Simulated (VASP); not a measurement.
# Si4C3 in VASP: relaxation of the atoms with PBE

Aim: the relaxation of the atoms of Si4C3 with PBE.

Everything below comes from runs of VASP 6.6.1. Logs are shortened: lines on timing, memory, paths and dates and some standing lists are left out, and cuts for length are marked.

### Step 1. The cell of the first run

The cell holds a slab with vacuum, 7 atoms: a = 3.097 Å, b = 3.097 Å, c = 21.114 Å, α = 90.00°, β = 90.00°, γ = 120.00°.

### Step 2. Relaxation of the atoms, PBE, collinear spin

The input, INCAR:

```
SYSTEM = Si4C3
PREC = Accurate
ENCUT = 520
EDIFF = 1E-6
ISMEAR = 0
SIGMA = 0.05
LREAL = .False.
LASPH = .True.
NELM = 150
ALGO = Normal
ISIF = 2
LWAVE = .False.
LCHARG = .False.
ISPIN = 2
MAGMOM = 0 0 0 0 0 0 2
LORBIT = 11
LDIPOL = .True.
IDIPOL = 3
DIPOL = 0.5 0.5 0.354
GGA = PE
IBRION = 2
NSW = 36
EDIFFG = -0.025
KPAR = 4
```

The input, KPOINTS:

```
Automatic mesh
0
Gamma
  9 9 1
  0 0 0
```

The input, POSCAR:

```
Si4C3
1.0
    3.0967389913      0.0000000000      0.0000000000
   -1.5483694956      2.6818546353      0.0000000000
    0.0000000000      0.0000000000     21.1135575009
C Si
3 4
Selective dynamics
Direct
    0.0000000000      0.0000000000      0.1894517302  F F F
    0.3333333333      0.6666666667      0.3092078063  F F F
    0.6666666667      0.3333333333      0.4307637748  F F F
    0.3333333333      0.6666666667      0.2193907492  F F F
    0.6666666667      0.3333333333      0.3368742035  F F F
    0.0000000000      0.0000000000      0.4553262756  F F F
    0.3333333333      0.6666666667      0.5353958893  F F T
```

Potentials or basis: VASP PAW PBE potentials, release 64 (C, Si).

The run is started by

```
> cat potpaw_PBE.64/C/POTCAR potpaw_PBE.64/Si/POTCAR > POTCAR
> mpirun -np 4 vasp_std > vasp.out
```

OUTCAR:

```text
SYSTEM = Si4C3
   PREC = Accurate
   ENCUT = 520
   EDIFF = 1E-6
   ISMEAR = 0
   LREAL = .False.
   LASPH = .True.
   NELM = 150
   ISIF = 2
   ISPIN = 2
   LORBIT = 11
   GGA = PE
   IBRION = 2
   NSW = 36
   EDIFFG = -0.025

 ion  position               nearest neighbor table
   1  0.000  0.000  0.189-   4 1.90   4 1.90   4 1.90
   2  0.333  0.667  0.309-   5 1.88   5 1.88   5 1.88   4 1.90
   3  0.667  0.333  0.431-   6 1.86   6 1.86   6 1.86   5 1.98
   4  0.333  0.667  0.219-   1 1.90   1 1.90   1 1.90   2 1.90   5 3.06   5 3.06   5 3.06
   5  0.667  0.333  0.337-   2 1.88   2 1.88   2 1.88   3 1.98   4 3.06   4 3.06   4 3.06   6 3.07
                             6 3.07   6 3.07
   6  0.000  0.000  0.455-   3 1.86   3 1.86   3 1.86   7 2.46   7 2.46   7 2.46   5 3.07   5 3.07
                             5 3.07
   7  0.333  0.667  0.535-   6 2.46   6 2.46   6 2.46

  LATTYP: Found a hexagonal cell.
 ALAT       =     3.0967389913
 C/A-ratio  =     6.8179971125

  Lattice vectors:

 A1 = (   3.0967389913,   0.0000000000,   0.0000000000)
 A2 = (  -1.5483694956,   2.6818546353,   0.0000000000)
 A3 = (   0.0000000000,   0.0000000000,  21.1135575009)

Analysis of symmetry for initial positions (statically):
=====================================================================
 Subroutine PRICEL returns:
 Original cell was already a primitive cell.

 Routine SETGRP: Setting up the symmetry group for a
 hexagonal supercell.

 Subroutine GETGRP returns: Found  6 space group operations
 (whereof  6 operations were pure point group operations)
 out of a pool of 24 trial point group operations.

The static configuration has the point symmetry C_3v.

Analysis of symmetry for dynamics (positions and initial velocities):
=====================================================================
 Subroutine PRICEL returns:
 Original cell was already a primitive cell.

 Routine SETGRP: Setting up the symmetry group for a
 hexagonal supercell.

 Subroutine GETGRP returns: Found  6 space group operations
 (whereof  6 operations were pure point group operations)
 out of a pool of 24 trial point group operations.

The dynamic configuration has the point symmetry C_3v.

Analysis of constrained symmetry for selective dynamics:
=====================================================================
 Subroutine PRICEL returns:
 Original cell was already a primitive cell.

 Routine SETGRP: Setting up the symmetry group for a
 hexagonal supercell.

 Subroutine GETGRP returns: Found  6 space group operations
 (whereof  6 operations were pure point group operations)
 out of a pool of 24 trial point group operations.

The constrained configuration has the point symmetry C_3v.

Analysis of structural, dynamic, and magnetic symmetry:
=====================================================================
 Subroutine PRICEL returns:
 Original cell was already a primitive cell.

 Routine SETGRP: Setting up the symmetry group for a
 hexagonal supercell.

 Subroutine GETGRP returns: Found  6 space group operations
 (whereof  6 operations were pure point group operations)
 out of a pool of 24 trial point group operations.

The overall configuration has the point symmetry C_3v.

 Subroutine INISYM returns: Found  6 space group operations
 (whereof  6 operations are pure point group operations),
 and found     1 'primitive' translations

----------------------------------------------------------------------------------------

                                     Primitive cell

  volume of cell :     175.3482

  direct lattice vectors                    reciprocal lattice vectors
     3.096738991  0.000000000  0.000000000     0.322920337  0.186438144  0.000000000
    -1.548369496  2.681854635  0.000000000     0.000000000  0.372876287  0.000000000
     0.000000000  0.000000000 21.113557501     0.000000000  0.000000000  0.047362933

  length of vectors
     3.096738991  3.096738991 21.113557501     0.372876287  0.372876287  0.047362933

  position of ions in fractional coordinates (direct lattice)
     0.000000000  0.000000000  0.189451730
     0.333333333  0.666666667  0.309207806
     0.666666667  0.333333333  0.430763775
     0.333333333  0.666666667  0.219390749
     0.666666667  0.333333333  0.336874204
     0.000000000  0.000000000  0.455326276
     0.333333333  0.666666667  0.535395889

  ion indices of the primitive-cell ions
   primitive index   ion index
                 1           1
                 2           2
                 3           3
                 4           4
                 5           5
                 6           6
                 7           7

[... 20 lines left out ...]

 Subroutine IBZKPT returns following result:
 ===========================================

 Found     12 irreducible k-points:

 Following reciprocal coordinates:
            Coordinates               Weight
  0.000000  0.000000  0.000000      1.000000
  0.111111  0.000000  0.000000      6.000000
  0.222222  0.000000  0.000000      6.000000
  0.333333  0.000000  0.000000      6.000000
  0.444444  0.000000  0.000000      6.000000
  0.111111  0.111111  0.000000      6.000000
  0.222222  0.111111  0.000000     12.000000
  0.333333  0.111111  0.000000     12.000000
  0.444444  0.111111  0.000000      6.000000
  0.222222  0.222222  0.000000      6.000000
  0.333333  0.222222  0.000000     12.000000
  0.333333  0.333333  0.000000      2.000000
   k-points           NKPTS =     12   k-points in BZ     NKDIM =     12   number of bands    NBANDS=     19
   number of dos      NEDOS =    301   number of ions     NIONS =      7
   total plane-waves  NPLWV =  92160
   dimension x,y,z NGX =    24 NGY =   24 NGZ =  160
   dimension x,y,z NGXF=    48 NGYF=   48 NGZF=  320
   ions per type =               3   4
   NGX,Y,Z   is equivalent  to a cutoff of  12.88, 12.88, 12.60 a.u.
   NGXF,Y,Z  is equivalent  to a cutoff of  25.77, 25.77, 25.20 a.u.
 SYSTEM =  Si4C3
   PREC   = accura    normal or accurate (medium, high low for compatibility)
   ISTART =      0    job   : 0-new  1-cont  2-samecut
   ICHARG =      2    charge: 1-file 2-atom 10-const
   ISPIN  =      2    spin polarized calculation?
   LNONCOLLINEAR =      F non collinear calculations
   LSORBIT =      F    spin-orbit coupling
   LASPH  =      T    aspherical Exc in radial PAW
   ENCUT  =  520.0 eV  38.22 Ry    6.18 a.u.   5.76  5.76 39.26*2*pi/ulx,y,z
   NELM   =    150;   NELMIN=  2; NELMDL= -5     # of ELM steps
   EDIFF  = 0.1E-05   stopping-criterion for ELM
   LREAL  =      F    real-space projection
   EDIFFG = -.3E-01   stopping-criterion for IOM
   NSW    =     36    number of steps for IOM
   IBRION =      2    ionic relax: 0-MD 1-quasi-New 2-CG
   NFREE  =      1    steps in history (QN), initial steepest desc. (CG)
   ISIF   =      2    stress and relaxation
   ISYM   =      2    0-nonsym 1-usesym 2-fastsym
   POTIM  = 0.5000    time-step for ionic-motion
   TEBEG  =    0.0;   TEEND  =   0.0 temperature during run
   PSTRESS=    0.0 pullay stress
   NELECT =      28.0000    total number of electrons
   NUPDOWN=      -1.0000    fix difference up-down
   EMIN   =  10.00;   EMAX   =-10.00  energy-range for DOS
   EFERMI =   0.00;   METHOD = LEGACY
   ISMEAR =     0;   SIGMA  =   0.05  broadening in eV -4-tet -1-fermi 0-gaus
   EFERMI_NEDOS =   21; number of points for ismear=-14 and -15
   IALGO  =     38    algorithm
   IMIX   =      4    mixing-type and parameters
     AMIX     =   0.40;   BMIX     =  1.00
     AMIX_MAG =   1.60;   BMIX_MAG =  1.00
  volume/ion in A,a.u.               =      25.05       169.04
  Fermi-wavevector in a.u.,A,eV,Ry     =   0.888165  1.678389 10.732785  0.788837
  Thomas-Fermi vector in A             =   2.009559
   LORBIT       =     11    0 simple, 1 ext, 2 COOP (PROOUT), +10 PAW based schemes
   GGA     = PE    functional components
   LHFCALC =     F    Hartree Fock is set to
   AEXX    =    0.0000 exact exchange contribution
   IVDW    =     0    specifies the selected vdW correction
   LEPSILON=     F    determine dielectric tensor
   LRPA    =     F    only Hartree local field effects (RPA)
 conjugate gradient relaxation of ions
 spin polarized calculation
 Gauss-broadening in eV      SIGMA  =   0.05
  energy-cutoff  :      520.00
  volume of cell :      175.35
 maximum number of plane-waves:      4736
 NGX is ok and might be reduce to    24
   NGX = 11   NGY = 11   NGZ = 79

 dipolmoment           0.000000      0.000000      0.092723 electrons x Angstroem

--------------------------------------- Ionic step        1  -------------------------------------------

 number of electron      28.0000001 magnetization       0.2038743

 number of electron      28.0000001 magnetization      -0.3432722

 Free energy of the ion-electron system (eV)
  ---------------------------------------------------
  ext. energy  EPLUGINS =         0.00000000
  ---------------------------------------------------
  free energy    TOTEN  =       -45.46572249 eV

  energy without entropy =      -45.46276377  energy(sigma->0) =      -45.46424313

------------------------ aborting loop because EDIFF is reached ----------------------------------------

  FORCE on cell =-STRESS in cart. coord.  units (eV):
  Direction    XX          YY          ZZ          XY          YZ          ZX
  --------------------------------------------------------------------------------------
  -------------------------------------------------------------------------------------
  Total        1.1418059      1.1418059      5.8365610      0.0000000     -0.0000000     -0.0000000
  in kB       10.4328176     10.4328176     53.3293583      0.0000000     -0.0000000     -0.0000000
  external PRESSURE =      24.7316645 kB  Pullay stress =       0.0000000 kB
[... 192 lines left out ...]
--------------------------------------- Ionic step        6  -------------------------------------------

 number of electron      28.0000001 magnetization      -0.8608096

 dipolmoment           0.000000      0.000000     -0.027038 electrons x Angstroem

 Free energy of the ion-electron system (eV)
  ---------------------------------------------------
  ext. energy  EPLUGINS =         0.00000000
  ---------------------------------------------------
  free energy    TOTEN  =       -46.26391661 eV

  energy without entropy =      -46.25996595  energy(sigma->0) =      -46.26194128

 E-fermi :   0.9053     XC(G=0):  -5.9513

 val. band max:        0.9052626197   @ k =   0.4444   0.1111   0.0000
 cond. band min:       0.9234906534   @ k =   0.3333   0.1111   0.0000
 fundamental gap:      0.0182280337
 Fermi energy:         0.9053375966

 spin component 1

 k-point     1 :       0.0000    0.0000    0.0000
  band No.  band energies     occupation
      1     -15.0253      1.00000
      2     -13.7534      1.00000
      3     -11.7296      1.00000
      4      -8.8231      1.00000
      5      -6.4898      1.00000
      6      -3.7453      1.00000
[... 240 lines left out ...]
      5      -7.3191      1.00000
      6      -6.3386      1.00000
[... 11 lines left out ...]
     18       4.8110      0.00000
     19       5.8268      0.00000
 Fermi energy:         0.9053375966

 spin component 2

 k-point     1 :       0.0000    0.0000    0.0000
  band No.  band energies     occupation
      1     -15.0933      1.00000
      2     -13.8703      1.00000
      3     -12.1074      1.00000
      4      -8.8238      1.00000
      5      -6.6621      1.00000
      6      -4.0213      1.00000
[... 253 lines left out ...]
     18       4.6732      0.00000
     19       5.7096      0.00000

------------------------ aborting loop because EDIFF is reached ----------------------------------------

 vacuum level on the upper side and lower side of the slab       (xc-potential included)        -0.518         0.135

  FORCE on cell =-STRESS in cart. coord.  units (eV):
  Direction    XX          YY          ZZ          XY          YZ          ZX
  --------------------------------------------------------------------------------------
  -------------------------------------------------------------------------------------
  Total       -2.1792769     -2.1792769     -0.2461990     -0.0000000      0.0000000      0.0000000
  in kB      -19.9123146    -19.9123146     -2.2495499     -0.0000000      0.0000000      0.0000000
  external PRESSURE =     -14.0247264 kB  Pullay stress =       0.0000000 kB
[... 22 lines left out ...]
  FREE ENERGIE OF THE ION-ELECTRON SYSTEM (eV)
  ---------------------------------------------------
  free  energy   TOTEN  =       -46.2639166125 eV

  energy  without entropy=      -46.2599659511  energy(sigma->0) =      -46.26194128

 reached required accuracy - stopping structural energy minimisation

 vacuum level on the upper side and lower side of the slab         5.762         6.387

 total charge

# of ion       s       p       d       tot
------------------------------------------
    1        0.865   1.529   0.000   2.393
    2        0.846   1.692   0.000   2.538
    3        0.851   1.672   0.000   2.523
    4        0.708   0.966   0.000   1.674
    5        0.711   0.949   0.000   1.660
    6        0.713   0.930   0.000   1.644
    7        0.897   0.587   0.000   1.484
--------------------------------------------------
tot          5.589   8.326   0.000  13.915

 magnetization (x)

# of ion       s       p       d       tot
------------------------------------------
    1       -0.046  -0.332   0.000  -0.378
    2       -0.007  -0.059   0.000  -0.066
    3        0.000  -0.012   0.000  -0.012
    4        0.004   0.008   0.000   0.012
    5        0.000  -0.002   0.000  -0.002
    6        0.002   0.008   0.000   0.010
    7        0.004   0.013   0.000   0.017
--------------------------------------------------
tot         -0.042  -0.376   0.000  -0.418
```

Run time: 4.3 min. Hardware: 4 MPI ranks of Oxide Virtual Turin-like, shared host; peak memory 0.37 GiB.

Results:

* Free energy: -46.2639 eV
* Energy gained by relaxing: 114.0 meV/atom
* Ionic steps: 6
* Net moment: -0.86 μB per cell
* Site moments: C -0.38, -0.07, -0.01; Si +0.01, -0.00, +0.02 (each value once) μB
* Valence electrons inside the program's atomic spheres: C 2.39, 2.54, 2.52; Si 1.67, 1.66, 1.64, 1.48

Step by step:
| step | energy change (eV) | largest force on free atoms (eV/Å) | pressure (GPa) |
| --- | --- | --- | --- |
| 1 | 0.0000 | 2.9080 | 2.47 |
| 2 | -0.3535 | 2.0636 | 1.18 |
| 3 | -0.6736 | 0.9949 | -0.30 |
| 4 | -0.7680 | 0.3670 | -1.81 |
| 5 | -0.7960 | 0.1090 | -1.53 |
| 6 | -0.7982 | 0.0103 | -1.40 |

Final structure:
```cif
data_structure
_symmetry_space_group_name_H-M 'P 1'
_symmetry_Int_Tables_number 1
_cell_length_a 3.0967
_cell_length_b 3.0967
_cell_length_c 21.1136
_cell_angle_alpha 90.000
_cell_angle_beta 90.000
_cell_angle_gamma 120.000
_cell_volume 175.35
loop_
_atom_site_label
_atom_site_type_symbol
_atom_site_fract_x
_atom_site_fract_y
_atom_site_fract_z
_atom_site_occupancy
C1 C 0.00000 0.00000 0.18945 1
C2 C 0.33333 0.66667 0.30921 1
C3 C 0.66667 0.33333 0.43076 1
Si1 Si 0.33333 0.66667 0.21939 1
Si2 Si 0.66667 0.33333 0.33687 1
Si3 Si 0.00000 0.00000 0.45533 1
Si4 Si 0.33333 0.66667 0.56476 1
```

Levels at points of the mesh, in eV from the Fermi level:
Spin up:
| k point | band 10 | band 11 | band 12 | band 13 | band 14 | band 15 | band 16 | band 17 | band 18 | band 19 |
| --- | --- | --- | --- | --- | --- | --- | --- | --- | --- | --- |
| (0.00, 0.00, 0.00) | -1.67 | -1.45 | 0.00 | 0.00 | 0.06 | 3.83 | 4.48 | 5.07 | 5.51 | 5.84 |
Spin down:
| k point | band 10 | band 11 | band 12 | band 13 | band 14 | band 15 | band 16 | band 17 | band 18 | band 19 |
| --- | --- | --- | --- | --- | --- | --- | --- | --- | --- | --- |
| (0.00, 0.00, 0.00) | -1.72 | -1.72 | -0.66 | -0.41 | -0.41 | 3.85 | 4.43 | 5.03 | 5.35 | 5.69 |

Caveat: a moment this small can come from the mesh or the smearing.
